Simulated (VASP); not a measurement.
A run of VASP 6.6.1 is set up as follows.

The input INCAR:

```
  PREC = Accurate
  ENCUT = 520
  EDIFF = 1E-6
  ISMEAR = 0
  SIGMA = 0.02
  LREAL = F
  LASPH = T
  NELM = 100
  ALGO = Normal
  ISIF = 2
  LWAVE = F
  LCHARG = F
  GGA = PE
  NBANDS = 26
```

The input KPOINTS:

```
Automatic mesh
0
Gamma
  9 9 4
```

The input POSCAR:

```
CdSe
1.0
    4.1749610267      0.0859699983      0.0000000000
   -2.0130283109      3.6585923776      0.0000000000
    0.0000000000      0.0000000000      6.9717057600
Cd Se
2 2
Direct
    0.6531725754      0.3468274246     -0.0281477840
    0.3468274246      0.6531725754      0.4718522160
    0.6924759109      0.3075240891      0.4031477840
    0.3075240891      0.6924759109      0.9031477840
```

Potentials or basis: VASP PAW PBE potentials, release 64 (Cd, Se).

Command:

```console
$ cat potpaw_PBE.64/Cd/POTCAR potpaw_PBE.64/Se/POTCAR > POTCAR
$ mpirun -np 1 vasp_std > vasp.out
```

Problem. What does it give for the largest force?

Solution. 0.999 eV/Å.

Problem. Estimate the pressure.

Solution. 8.5 GPa.

Problem. What does it give for the band gap on the k mesh?

Solution. 0.87 eV.

Forces in eV/Å, atoms in the order of the input:
```
Cd  -0.173  0.100  0.941
Cd   0.173 -0.100  0.941
Se  -0.289  0.167 -0.941
Se   0.289 -0.167 -0.941
```

Caveat: the cell differs from its parent crystal (strained and its atoms moved); the cell stands under pressure.
